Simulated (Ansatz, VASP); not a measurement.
## One calculation of Te2Mo, two programs

Contents of INCAR:

```
PREC = Accurate ; ENCUT = 520
EDIFF = 1E-6 ; ISMEAR = 0
SIGMA = 0.05 ; LREAL = False
LASPH = True ; NELM = 100
ALGO = Normal ; ISIF = 2
LWAVE = False ; LCHARG = False
LDIPOL = True ; IDIPOL = 3
DIPOL = 0.5 0.5 0.402 ; GGA = PE
IVDW = 12 ; NBANDS = 35
```

The input KPOINTS:

```
regular mesh
0
Gamma
  9 9 1
```

Contents of POSCAR:

```
Te2Mo
1.0
    3.5038816881      0.0000000000      0.0000000000
   -1.7519408440      3.0344505538      0.0000000000
    0.0000000000      0.0000000000     24.7677198395
Te Mo
4 2
Direct
    0.3333333333      0.6666666667      0.1816881017
    0.3333333333      0.6666666667      0.3284056818
    0.3333333333      0.6666666667      0.4749674171
    0.3333333333      0.6666666667      0.6216849972
    0.6666666667      0.3333333333      0.2550468917
    0.6666666667      0.3333333333      0.5483262072
```

Input for Ansatz:

```yaml
crystal:
  lattice:
    - [3.5038816881, 0.0, 0.0]
    - [-1.751940844, 3.0344505538, 0.0]
    - [0.0, 0.0, 24.7677198395]
  atoms:
    - { symbol: Te, position: [0.3333333333, 0.6666666667, 0.1816881017] }
    - { symbol: Mo, position: [0.6666666667, 0.3333333333, 0.2550468917] }
    - { symbol: Te, position: [0.3333333333, 0.6666666667, 0.3284056818] }
    - { symbol: Te, position: [0.3333333333, 0.6666666667, 0.4749674171] }
    - { symbol: Mo, position: [0.6666666667, 0.3333333333, 0.5483262072] }
    - { symbol: Te, position: [0.3333333333, 0.6666666667, 0.6216849972] }
basis:
  ecutwfc: 420
kpoints:
  mp_grid: { grid: [9, 9, 1] }
hamiltonian:
  xc: pbe
  pseudopotentials: { kind: paw, azcp: { folder: soft_1 } }
  dispersion: d3bj
scf:
  occupations: { method: gaussian, width: 0.05 }
output:
  forces: true
  eigenvalues: true
efield:
  axis: 3
  dipole_correction: true
  ramp_width: 0.04
```

Alike in both runs: task single point; functional PBE; dispersion D3(BJ); k mesh 9 × 9 × 1; occupations gaussian, width 0.05 eV; no spin polarisation.

|  | VASP | Ansatz |
| --- | --- | --- |
| version | VASP 6.6.1 | Ansatz 0.2.0 |
| potentials or method | VASP PAW PBE potentials, release 64 (Te, Mo_sv), cutoff 520 eV | scalar-relativistic, plane waves, PAW |
| valence electrons in the cell | 52 | 92 |

|  | VASP | Ansatz | Ansatz less VASP |
| --- | --- | --- | --- |
| gap on the k mesh at the Fermi level (eV) | 1.07 | 1.06 | -0.004 |
| least direct gap on the mesh (eV) | 1.14 | 1.14 | 0.000 |
| rms of the force components (eV/Å) | 0.080 | 0.084 | +0.0047 |

VASP's potentials hold 52 valence electrons a cell and Ansatz's 92, so a difference there can come from the potentials and not from the codes.

Spin-orbit coupling is off throughout.
